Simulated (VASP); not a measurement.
Write the native input for VASP 6.6.1 that does the following.

| Quantity | Value |
| --- | --- |
| Task | relaxation of cell and atoms |
| Functional | r2SCAN |
| Potentials or basis | VASP PAW PBE potentials, release 64 (B, As) |
| Cutoff | 600 eV |
| k mesh | 10 × 10 × 10 |
| Occupations | gaussian, width 0.02 eV |
| Spin | no spin polarisation |
| Dipole correction | no |
| Further INCAR settings | ALGO = Normal; EDIFF = 1e-06; IBRION = 2; EDIFFG = -0.01; NSW = 100; ISIF = 3 |

The system is BAs.

```
B As
1.0
     0.00000    2.40963    2.40963
     2.40963    0.00000    2.40963
     2.40963    2.40963    0.00000
B As
1 1
Direct
  0.25000 0.25000 0.25000
  0.00000 0.00000 0.00000
```

The input as run:

POSCAR

```
BAs
1.0
    0.0000000000      2.4096270000      2.4096270000
    2.4096270000      0.0000000000      2.4096270000
    2.4096270000      2.4096270000      0.0000000000
B As
1 1
Direct
    0.2500000000      0.2500000000      0.2500000000
    0.0000000000      0.0000000000      0.0000000000
```

INCAR.step1

```
SYSTEM = BAs
ALGO = Normal ; EDIFF = 1E-4
ENCUT = 600 ; GGA = PE
ISMEAR = 0 ; LASPH = .True.
LCHARG = .False. ; LREAL = .False.
LWAVE = .True. ; NELM = 100
PREC = Accurate ; SIGMA = 0.02
```

INCAR.step2

```
SYSTEM = BAs
ALGO = Normal ; EDIFF = 1E-6
EDIFFG = -0.01 ; ENCUT = 600
IBRION = 2 ; ISIF = 3
ISMEAR = 0 ; ISTART = 1
LASPH = .True. ; LCHARG = .False.
LMIXTAU = .True. ; LREAL = .False.
LWAVE = .False. ; METAGGA = R2SCAN
NELM = 100 ; NSW = 100
PREC = Accurate ; SIGMA = 0.02
```

KPOINTS

```
k-points
0
Gamma
  10 10 10
  0 0 0
```

Potentials or basis: VASP PAW PBE potentials, release 64 (B, As).

Command:

```bash
$ cat potpaw_PBE.64/B/POTCAR potpaw_PBE.64/As/POTCAR > POTCAR
$ cp INCAR.step1 INCAR
$ mpirun -np 1 vasp_std > vasp.out
$ cp INCAR.step2 INCAR
$ mpirun -np 1 vasp_std > vasp.out
```

It gave:

- Relaxed volume: 13.71 Å³/atom
- Relaxed cell: a = 3.384 Å, b = 3.384 Å, c = 3.384 Å, α = 60.00°, β = 60.00°, γ = 60.00°
- Space group after relaxing (to 0.05 Å): F-43m (No. 216)
- Energy gained by relaxing: 2.5 meV/atom
- Ionic steps: 3
- Pressure after relaxing: 0.0 GPa
- Band gap on the k mesh: 1.38 eV, indirect (least direct gap 3.44 eV)

Caveat: the PAW data sets were made with another functional, which shifts forces and pressure a little.

Wall time 58 s on 1 thread of Intel(R) Xeon(R) 6975P-C (Granite Rapids), with other jobs on the host, peak memory 0.18 GiB.
